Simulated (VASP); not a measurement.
A run of VASP 6.6.1 is set up as follows.

File INCAR:

```
ALGO = Normal ; EDIFF = 1E-7
EDIFFG = -0.002 ; ENCUT = 600
GGA = PS ; IBRION = 2
ISIF = 3 ; ISMEAR = 0
LASPH = True ; LCHARG = False
LREAL = False ; LWAVE = False
NELM = 100 ; NSW = 100
PREC = Accurate ; SIGMA = 0.01
```

The input KPOINTS:

```
k-points
0
Gamma
  10 10 10
```

POSCAR

```
LiHF2
1.0
    1.4669835874      0.8469633691      4.3666887241
   -1.4669835874      0.8469633691      4.3666887241
    0.0000000000     -1.6939267382      4.3666887241
Li H F
1 1 2
Direct
    0.0000000000      0.0000000000      0.0000000000
    0.5000000000      0.5000000000      0.5000000000
    0.4133018800      0.4133018800      0.4133018800
    0.5866981200      0.5866981200      0.5866981200
```

Potentials or basis: VASP PAW PBE potentials, release 64 (Li_sv, H, F).

Command:

```console
$ cat potpaw_PBE.64/Li_sv/POTCAR potpaw_PBE.64/H/POTCAR potpaw_PBE.64/F/POTCAR > POTCAR
$ mpirun -np 1 vasp_std > vasp.out
```

Task: What does it give for the band gap on the k mesh?

Result: 8.13 eV (least direct gap 8.34 eV).

Task: Estimate the relaxed volume.

Result: 8.39 Å³/atom.

Task: Predict the relaxed cell.

Result: a = 4.706 Å, b = 4.706 Å, c = 4.706 Å, α = 36.84°, β = 36.84°, γ = 36.84°.

Final structure:
```xyz
4
Lattice="1.4871 0.8586 4.3817 -1.4871 0.8586 4.3817 0.0000 -1.7172 4.3817" Properties=species:S:1:pos:R:3 pbc="T T T"
Li    0.0000    0.0000    0.0000
H     0.0000    0.0000    6.5725
F     0.0000    0.0000    5.4298
F     0.0000    0.0000    7.7153
```

Caveat: the cutoff is under 1.25 times the usual one of these potentials, so pressure, stress and relaxed cells hold a basis-set (Pulay) error; the PAW data sets were made with another functional, which shifts forces and pressure a little. A k mesh can miss the band edges.
